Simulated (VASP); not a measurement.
Here is a VASP 6.6.1 calculation.

File INCAR:

```
PREC     = Accurate       # precision mode
ENCUT    = 600            # plane-wave cutoff, eV
EDIFF    = 1E-6           # SCF threshold, eV
ISMEAR   = -1             # smearing method
SIGMA    = 0.08           # smearing width, eV
LREAL    = False          # projectors in reciprocal space
LASPH    = True           # aspherical terms in the spheres
NELM     = 80             # most SCF steps
ALGO     = Normal         # electronic algorithm
ISIF     = 3              # what is computed and relaxed
LWAVE    = False          # write WAVECAR
LCHARG   = False          # write CHGCAR
GGA      = PE             # functional
IBRION   = 2              # ionic algorithm
NSW      = 60             # ionic steps
EDIFFG   = -0.005         # ionic threshold
```

Contents of KPOINTS:

```
regular mesh
0
Gamma
  15 15 13
```

Contents of POSCAR:

```
AlNi
1.0
    3.2016262683      0.0000000000      0.0000000000
   -1.6008131342      2.7726896818      0.0000000000
    0.0000000000      0.0000000000      3.1375937430
Ni Al
1 1
Direct
    0.0000000000      0.0000000000      0.0000000000
    0.3333333333      0.6666666667      0.5000000000
```

Potentials or basis: VASP PAW PBE potentials, release 64 (Ni, Al).

Run with:

```sh
$ cat potpaw_PBE.64/Ni/POTCAR potpaw_PBE.64/Al/POTCAR > POTCAR
$ mpirun -np 1 vasp_std > vasp.out
```

Task: Predict the relaxed cell.

Result: a = 2.761 Å, b = 2.761 Å, c = 3.815 Å, α = 90.00°, β = 90.00°, γ = 120.00°.

Task: Estimate the space group after relaxing (to 0.05 Å).

Result: P-6m2 (No. 187).

Task: What does it give for the relaxed volume?

Result: 12.60 Å³/atom.

Step by step:
```csv
step,energy change (eV),largest force (eV/Å),pressure (GPa),volume (Å³)
1,0.0000,0.0000,-1.85,27.85
2,-0.0101,0.0000,0.67,27.21
3,-0.0125,0.0000,2.34,26.81
4,-0.0182,0.0000,2.39,26.72
5,-0.0381,0.0000,2.93,26.46
6,-0.0923,0.0000,3.93,25.89
7,-0.2226,0.0000,7.12,24.61
8,0.1294,0.0000,30.28,21.56
9,-0.2599,0.0000,9.42,24.01
10,-0.2381,0.0000,14.54,23.13
11,-0.2626,0.0000,11.80,23.56
12,-0.2695,0.0000,11.33,23.57
13,-0.2750,0.0000,10.41,23.60
14,-0.2827,0.0000,9.52,23.72
15,-0.3017,0.0000,6.79,24.09
16,-0.3223,0.0000,2.09,24.83
17,-0.3246,0.0000,0.12,25.16
18,-0.3246,0.0000,0.03,25.19
19,-0.3246,0.0000,-0.38,25.19
20,-0.3246,0.0000,-0.03,25.19
21,-0.3246,0.0000,-0.08,25.20
22,-0.3246,0.0000,-0.05,25.20
```

Spin polarisation is off, so any magnetic state and its effect on volume and gap are missing.
